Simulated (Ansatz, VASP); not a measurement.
# TaS2: VASP beside Ansatz

```
Ta S
1.0
     3.35000    0.00000    0.00000
    -1.67500    2.90119    0.00000
     0.00000    0.00000    5.91860
Ta S
1 2
Direct
  0.00000 0.00000 0.00000
  0.33333 0.66667 0.25000
  0.66667 0.33333 0.75000
```

Change from the starting cell: zz strain of +1 %.

Alike in both runs: task single point; functional LDA; k mesh 9 × 9 × 5; occupations fermi-dirac, width 0.03 eV; no spin polarisation.

|  | VASP | Ansatz |
| --- | --- | --- |
| version | VASP 6.6.1 | Ansatz 0.2.0 |
| potentials or method | VASP PAW LDA potentials, release 64 (Ta_pv, S), cutoff 500 eV | all-electron LAPW, scalar-relativistic |

```csv
,VASP,Ansatz,Ansatz less VASP
pressure (GPa),0.3,0.0,-0.31
"traceless stress, the component that is largest in VASP (GPa)",2.84,2.79,-0.050
rms of the force components (eV/Å),0.282,0.258,-0.0242
```

LDA's correlation is that of Perdew and Zunger in VASP and of Perdew and Wang (1992) in Ansatz. Atom by atom the forces differ by 0.024 eV/Å (rms over components). Ansatz ran all-electron here, and VASP with PAW potentials.

Spin-orbit coupling is off throughout.
